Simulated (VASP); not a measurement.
A run of VASP 6.6.1:

Contents of INCAR:

```
ALGO = Normal
EDIFF = 1E-6
ENCUT = 520
GGA = PE
ISIF = 2
ISMEAR = -1
LASPH = T
LCHARG = F
LREAL = F
LWAVE = F
NBANDS = 20
NELM = 60
PREC = Accurate
SIGMA = 0.05
```

Contents of KPOINTS:

```
k-points
0
Gamma
  10 10 2
```

The input POSCAR:

```
WS2
1.0
    3.2459540962      0.0000000000      0.0000000000
   -1.6229770481      2.8110787067      0.0000000000
    0.0000000000      0.0000000000     17.2830265641
W S
1 2
Direct
    0.0000000000      0.0000000000      0.0000000000
    0.3333333333      0.6666666667      0.0920005100
    0.3333333333      0.6666666667      0.9079994900
```

Potentials or basis: VASP PAW PBE potentials, release 64 (W_sv, S).

Command:

```sh
$ cat potpaw_PBE.64/W_sv/POTCAR potpaw_PBE.64/S/POTCAR > POTCAR
$ mpirun -np 1 vasp_std > vasp.out
```

Hardware: 1 thread of AMD EPYC 7R43 64-Core Processor (Zen 3), on a shared host.

**Question.** How long does it take, and how much memory?

**Answer.** Run time: 2.1 min on 1 thread of AMD EPYC 7R43 64-Core Processor (Zen 3), with other jobs on the host, peak memory 0.26 GiB. Counts: scf iterations 21, k points 28.
